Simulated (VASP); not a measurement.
# Si2Ni (Fm-3m) in VASP: further runs

Si2Ni is run at these levels: LDA; tasks: single point.

All numbers are computed with VASP 6.6.1; they aren't measurements. Logs are shortened: lines on timing, memory, paths and dates and some standing lists are left out, and cuts for length are marked.

### 1 The cell of the first run

It takes space group Fm-3m (No. 225, cubic). Conventional cell: a = 5.456 Å, b = 5.456 Å, c = 5.456 Å, α = 90.00°, β = 90.00°, γ = 90.00°. Si (site symmetry -43m) has 4 Ni at 2.36 Å and 6 Si at 2.73 Å within 3.1 Å. Within 3.1 Å of Ni (site symmetry m-3m) lie 8 Si at 2.36 Å.

### 2 Single point, LDA, collinear spin (13.53 Å³/atom)

The input, INCAR:

```
SYSTEM = Si2Ni
ALGO     = Normal         ! electronic algorithm
EDIFF    = 1E-6           ! SCF threshold, eV
ENCUT    = 520            ! plane-wave cutoff, eV
GGA      = CA             ! functional
ISIF     = 2              ! what is computed and relaxed
ISMEAR   = 0              ! smearing method
ISPIN    = 2              ! spin polarisation
LASPH    = .TRUE.         ! aspherical terms in the spheres
LCHARG   = .FALSE.        ! write CHGCAR
LMAXMIX  = 4              ! l up to which the mixer works
LORBIT   = 11             ! projections on sites
LREAL    = .FALSE.        ! projectors in reciprocal space
LWAVE    = .FALSE.        ! write WAVECAR
MAGMOM   = 0 0 0.125      ! initial moments
NBANDS   = 20             ! bands
NELM     = 150            ! most SCF steps
NUPDOWN  = 0.125          ! fixed moment
PREC     = Accurate       ! precision mode
SIGMA    = 0.15           ! smearing width, eV
```

The input, KPOINTS:

```
k-points
0
G
  14 14 14
  0 0 0
```

The input, POSCAR:

```
Si2Ni
1.0
    0.0000000000      2.7279671969      2.7279671969
    2.7279671969      0.0000000000      2.7279671969
    2.7279671969      2.7279671969      0.0000000000
Si Ni
2 1
Direct
    0.2500000000      0.2500000000      0.2500000000
    0.7500000000      0.7500000000      0.7500000000
    0.0000000000      0.0000000000      0.0000000000
```

Potentials or basis: VASP PAW LDA potentials, release 64 (Si, Ni).

The run is started by

```console
$ cat potpaw_LDA.64/Si/POTCAR potpaw_LDA.64/Ni/POTCAR > POTCAR
$ mpirun -np 1 vasp_std > vasp.out
```

OUTCAR:

```text
SYSTEM = Si2Ni
   EDIFF = 1E-6
   ENCUT = 520
   GGA = CA
   ISIF = 2
   ISMEAR = 0
   ISPIN = 2
   LASPH = .TRUE.
   LORBIT = 11
   LREAL = .FALSE.
   NELM = 150
   NUPDOWN = 0.125
   PREC = Accurate

 ion  position               nearest neighbor table
   1  0.250  0.250  0.250-   3 2.36   3 2.36   3 2.36   3 2.36   2 2.73   2 2.73   2 2.73   2 2.73
                             2 2.73   2 2.73
   2  0.750  0.750  0.750-   3 2.36   3 2.36   3 2.36   3 2.36   1 2.73   1 2.73   1 2.73   1 2.73
                             1 2.73   1 2.73
   3  0.000  0.000  0.000-   2 2.36   2 2.36   2 2.36   1 2.36   2 2.36   1 2.36   1 2.36   1 2.36

  LATTYP: Found a face centered cubic cell.
 ALAT       =     5.4559343938

  Lattice vectors:

 A1 = (   0.0000000000,   2.7279671969,   2.7279671969)
 A2 = (   2.7279671969,   0.0000000000,   2.7279671969)
 A3 = (   2.7279671969,   2.7279671969,   0.0000000000)

Analysis of symmetry for initial positions (statically):
=====================================================================
 Subroutine PRICEL returns:
 Original cell was already a primitive cell.

 Routine SETGRP: Setting up the symmetry group for a
 face centered cubic supercell.

 Subroutine GETGRP returns: Found 48 space group operations
 (whereof 48 operations were pure point group operations)
 out of a pool of 48 trial point group operations.

The static configuration has the point symmetry O_h .

Analysis of symmetry for dynamics (positions and initial velocities):
=====================================================================
 Subroutine PRICEL returns:
 Original cell was already a primitive cell.

 Routine SETGRP: Setting up the symmetry group for a
 face centered cubic supercell.

 Subroutine GETGRP returns: Found 48 space group operations
 (whereof 48 operations were pure point group operations)
 out of a pool of 48 trial point group operations.

The dynamic configuration has the point symmetry O_h .

Analysis of structural, dynamic, and magnetic symmetry:
=====================================================================
 Subroutine PRICEL returns:
 Original cell was already a primitive cell.

 Routine SETGRP: Setting up the symmetry group for a
 face centered cubic supercell.

 Subroutine GETGRP returns: Found 48 space group operations
 (whereof 48 operations were pure point group operations)
 out of a pool of 48 trial point group operations.

The overall configuration has the point symmetry O_h .

 Subroutine INISYM returns: Found 48 space group operations
 (whereof 48 operations are pure point group operations),
 and found     1 'primitive' translations

----------------------------------------------------------------------------------------

                                     Primitive cell

  volume of cell :      40.6020

  direct lattice vectors                    reciprocal lattice vectors
     0.000000000  2.727967197  2.727967197    -0.183286661  0.183286661  0.183286661
     2.727967197  0.000000000  2.727967197     0.183286661 -0.183286661  0.183286661
     2.727967197  2.727967197  0.000000000     0.183286661  0.183286661 -0.183286661

  length of vectors
     3.857928208  3.857928208  3.857928208     0.317461810  0.317461810  0.317461810

  position of ions in fractional coordinates (direct lattice)
     0.250000000  0.250000000  0.250000000
     0.750000000  0.750000000  0.750000000
     0.000000000  0.000000000  0.000000000

  ion indices of the primitive-cell ions
   primitive index   ion index
                 1           1
                 2           2
                 3           3

----------------------------------------------------------------------------------------

 KPOINTS: k-points

Automatic generation of k-mesh.
 Grid dimensions read from file:
 generate k-points for:   14   14   14

 Generating k-lattice:

  Cartesian coordinates                     Fractional coordinates (reciprocal lattice)
    -0.013091904  0.013091904  0.013091904     0.071428571  0.000000000  0.000000000
     0.013091904 -0.013091904  0.013091904     0.000000000  0.071428571  0.000000000
     0.013091904  0.013091904 -0.013091904     0.000000000  0.000000000  0.071428571

  Length of vectors
     0.022675844  0.022675844  0.022675844

  Shift w.r.t. Gamma in fractional coordinates (k-lattice)
     0.000000000  0.000000000  0.000000000

 Subroutine IBZKPT returns following result:
 ===========================================

 Found    104 irreducible k-points:

 Following reciprocal coordinates:
            Coordinates               Weight
  0.000000  0.000000  0.000000      1.000000
  0.071429  0.000000  0.000000      8.000000
  0.142857  0.000000  0.000000      8.000000
  0.214286  0.000000  0.000000      8.000000
  0.285714  0.000000  0.000000      8.000000
  0.357143  0.000000  0.000000      8.000000
[... 16 lines left out ...]
  0.214286  0.142857  0.000000     24.000000
  0.285714  0.142857  0.000000     24.000000
 [... further k-points ...]
   k-points           NKPTS =    104   k-points in BZ     NKDIM =    104   number of bands    NBANDS=     20
   number of dos      NEDOS =    301   number of ions     NIONS =      3
   total plane-waves  NPLWV =  27000
   dimension x,y,z NGX =    30 NGY =   30 NGZ =   30
   dimension x,y,z NGXF=    60 NGYF=   60 NGZF=   60
   ions per type =               2   1
   NGX,Y,Z   is equivalent  to a cutoff of  12.93, 12.93, 12.93 a.u.
   NGXF,Y,Z  is equivalent  to a cutoff of  25.86, 25.86, 25.86 a.u.
 SYSTEM =  Si2Ni
   PREC   = accura    normal or accurate (medium, high low for compatibility)
   ISTART =      0    job   : 0-new  1-cont  2-samecut
   ICHARG =      2    charge: 1-file 2-atom 10-const
   ISPIN  =      2    spin polarized calculation?
   LNONCOLLINEAR =      F non collinear calculations
   LSORBIT =      F    spin-orbit coupling
   LASPH  =      T    aspherical Exc in radial PAW
   ENCUT  =  520.0 eV  38.22 Ry    6.18 a.u.   7.17  7.17  7.17*2*pi/ulx,y,z
   NELM   =    150;   NELMIN=  2; NELMDL= -5     # of ELM steps
   EDIFF  = 0.1E-05   stopping-criterion for ELM
   LREAL  =      F    real-space projection
   EDIFFG = 0.1E-04   stopping-criterion for IOM
   NSW    =      0    number of steps for IOM
   IBRION =     -1    ionic relax: 0-MD 1-quasi-New 2-CG
   NFREE  =      0    steps in history (QN), initial steepest desc. (CG)
   ISIF   =      2    stress and relaxation
   ISYM   =      2    0-nonsym 1-usesym 2-fastsym
   POTIM  = 0.5000    time-step for ionic-motion
   TEBEG  =    0.0;   TEEND  =   0.0 temperature during run
   PSTRESS=    0.0 pullay stress
   NELECT =      18.0000    total number of electrons
   NUPDOWN=       0.1250    fix difference up-down
   EMIN   =  10.00;   EMAX   =-10.00  energy-range for DOS
   EFERMI =   0.00;   METHOD = LEGACY
   ISMEAR =     0;   SIGMA  =   0.15  broadening in eV -4-tet -1-fermi 0-gaus
   EFERMI_NEDOS =   21; number of points for ismear=-14 and -15
   IALGO  =     38    algorithm
   IMIX   =      4    mixing-type and parameters
     AMIX     =   0.40;   BMIX     =  1.00
     AMIX_MAG =   1.60;   BMIX_MAG =  1.00
  volume/ion in A,a.u.               =      13.53        91.33
  Fermi-wavevector in a.u.,A,eV,Ry     =   1.248293  2.358932 21.201079  1.558235
  Thomas-Fermi vector in A             =   2.382386
   LORBIT       =     11    0 simple, 1 ext, 2 COOP (PROOUT), +10 PAW based schemes
   GGA     = CA    functional components
   LHFCALC =     F    Hartree Fock is set to
   AEXX    =    0.0000 exact exchange contribution
   IVDW    =     0    specifies the selected vdW correction
   LEPSILON=     F    determine dielectric tensor
   LRPA    =     F    only Hartree local field effects (RPA)
 spin polarized calculation
 Gauss-broadening in eV      SIGMA  =   0.15
  energy-cutoff  :      520.00
  volume of cell :       40.60
 maximum number of plane-waves:      1113
 NGX is ok and might be reduce to    30
   NGX = 15   NGY = 15   NGZ = 15

 number of electron      17.9999993 magnetization       0.1250000

 Free energy of the ion-electron system (eV)
  ---------------------------------------------------
  ext. energy  EPLUGINS =         0.00000000
  ---------------------------------------------------
  free energy    TOTEN  =       -19.83443473 eV

  energy without entropy =      -19.82393007  energy(sigma->0) =      -19.82918240

 E-fermi :   9.7573     XC(G=0): -11.6325

 val. band max:       10.0145976564   @ k =   0.5000   0.2857   0.0000
 cond. band min:       9.8019374064   @ k =  -0.4286   0.4286   0.0000
 fundamental gap:     -0.2126602499
 Fermi energy:        10.0178499397

 spin component 1

 k-point     1 :       0.0000    0.0000    0.0000
  band No.  band energies     occupation
      1      -3.6130      1.00000
      2       4.8678      1.00000
      3       4.8678      1.00000
      4       4.8678      1.00000
      5       6.5380      1.00000
      6       6.5380      1.00000
[... 12 lines left out ...]
     19      18.8495      0.00000
[... 513 lines left out ...]
      4       5.0704      1.00000
      5       6.0303      1.00000
      6       6.6588      1.00000
[... 12 lines left out ...]
     19      22.8665      0.00000
     20      25.0321      0.00000

 [... further k-points ...]

 spin component 2

 k-point     1 :       0.0000    0.0000    0.0000
  band No.  band energies     occupation
      1      -3.5884      1.00000
      2       4.9185      1.00000
      3       4.9185      1.00000
      4       4.9185      1.00000
      5       6.5843      1.00000
      6       6.5843      1.00000
[... 12 lines left out ...]
     19      18.8682      0.00000
[... 513 lines left out ...]
      4       5.1195      1.00000
      5       6.0716      1.00000
      6       6.7065      1.00000
[... 12 lines left out ...]
     19      22.8876      0.00000
     20      25.0569      0.00000

 [... further k-points ...]

------------------------ aborting loop because EDIFF is reached ----------------------------------------

  FORCE on cell =-STRESS in cart. coord.  units (eV):
  Direction    XX          YY          ZZ          XY          YZ          ZX
  --------------------------------------------------------------------------------------
  -------------------------------------------------------------------------------------
  Total       -2.1241438     -2.1241438     -2.1241438      0.0000000      0.0000000     -0.0000000
  in kB      -83.8198869    -83.8198869    -83.8198869      0.0000000      0.0000000     -0.0000000
  external PRESSURE =     -83.8198869 kB  Pullay stress =       0.0000000 kB

 VOLUME and BASIS-vectors are now :
 -----------------------------------------------------------------------------
  energy-cutoff  :      520.00
  volume of cell :       40.60
      direct lattice vectors                 reciprocal lattice vectors
     0.000000000  2.727967197  2.727967197    -0.183286661  0.183286661  0.183286661
     2.727967197  0.000000000  2.727967197     0.183286661 -0.183286661  0.183286661
     2.727967197  2.727967197  0.000000000     0.183286661  0.183286661 -0.183286661

 POSITION                                       TOTAL-FORCE (eV/Angst)
 -----------------------------------------------------------------------------------
      1.36398      1.36398      1.36398        -0.000000     -0.000000     -0.000000
      4.09195      4.09195      4.09195         0.000000      0.000000      0.000000
      0.00000      0.00000      0.00000         0.000000     -0.000000      0.000000
 -----------------------------------------------------------------------------------
    total drift:                                0.000000     -0.000000     -0.000000

  FREE ENERGIE OF THE ION-ELECTRON SYSTEM (eV)
  ---------------------------------------------------
  free  energy   TOTEN  =       -19.8344347277 eV

  energy  without entropy=      -19.8239300719  energy(sigma->0) =      -19.82918240

 total charge

# of ion       s       p       d       tot
------------------------------------------
    1        0.755   0.830   0.000   1.585
    2        0.755   0.830   0.000   1.585
    3        0.551   0.760   8.456   9.767
--------------------------------------------------
tot          2.060   2.421   8.456  12.936

 magnetization (x)

# of ion       s       p       d       tot
------------------------------------------
    1        0.011   0.005   0.000   0.016
    2        0.011   0.005   0.000   0.016
    3        0.000   0.004   0.062   0.067
--------------------------------------------------
tot          0.022   0.015   0.062   0.099
```

Run time: 4.8 min. Hardware: 1 thread of Intel Xeon 8259CL, shared host; peak memory 0.25 GiB.

Results:

- Free energy: -19.8344 eV
- Pressure: -8.4 GPa
- Net moment: 0.12 μB per cell
- Site moments: Si +0.02; Ni +0.07 μB
- Valence electrons inside the program's atomic spheres: Si 1.58; Ni 9.77

Caveat: the cell stands under tension; the total moment is fixed, so each spin has its own Fermi level.

### 3 Single point, LDA, collinear spin, ferromagnetic start (14.30 Å³/atom)

This run uses another cell than the first one, of 14.30 Å³/atom.

The input, INCAR:

```
SYSTEM = Si2Ni
  PREC = Accurate
  ENCUT = 520
  EDIFF = 1E-6
  ISMEAR = 0
  SIGMA = 0.15
  LREAL = .FALSE.
  LASPH = .TRUE.
  NELM = 150
  ALGO = Normal
  ISIF = 2
  LWAVE = .FALSE.
  LCHARG = .FALSE.
  ISPIN = 2
  MAGMOM = 0 0 1
  LORBIT = 11
  NUPDOWN = 1.0
  LMAXMIX = 4
  GGA = CA
  NBANDS = 20
```

The input, KPOINTS:

```
Automatic mesh
0
G
  14 14 14
  0 0 0
```

The input, POSCAR:

```
Si2Ni
1.0
    0.0000000000      2.7784916684      2.7784916684
    2.7784916684      0.0000000000      2.7784916684
    2.7784916684      2.7784916684      0.0000000000
Si Ni
2 1
Direct
    0.2500000000      0.2500000000      0.2500000000
    0.7500000000      0.7500000000      0.7500000000
    0.0000000000      0.0000000000      0.0000000000
```

Potentials or basis: VASP PAW LDA potentials, release 64 (Si, Ni).

The run is started by

```console
$ cat potpaw_LDA.64/Si/POTCAR potpaw_LDA.64/Ni/POTCAR > POTCAR
$ mpirun -np 1 vasp_std > vasp.out
```

It took 4 min on 1 thread of Intel Xeon 8259CL, shared host; peak memory 0.25 GiB.

The run converged. Its results:

```yaml
Free_energy: -19.2239 eV
Pressure: -11.6 GPa
Net_moment: 1.00 μB per cell
Site_moments: Si +0.13; Ni +0.45 μB
Valence_electrons_inside_the_program's_atomic_spheres: Si 1.57; Ni 9.63
```

Caveat: the cell stands under tension; the total moment is fixed, so each spin has its own Fermi level.
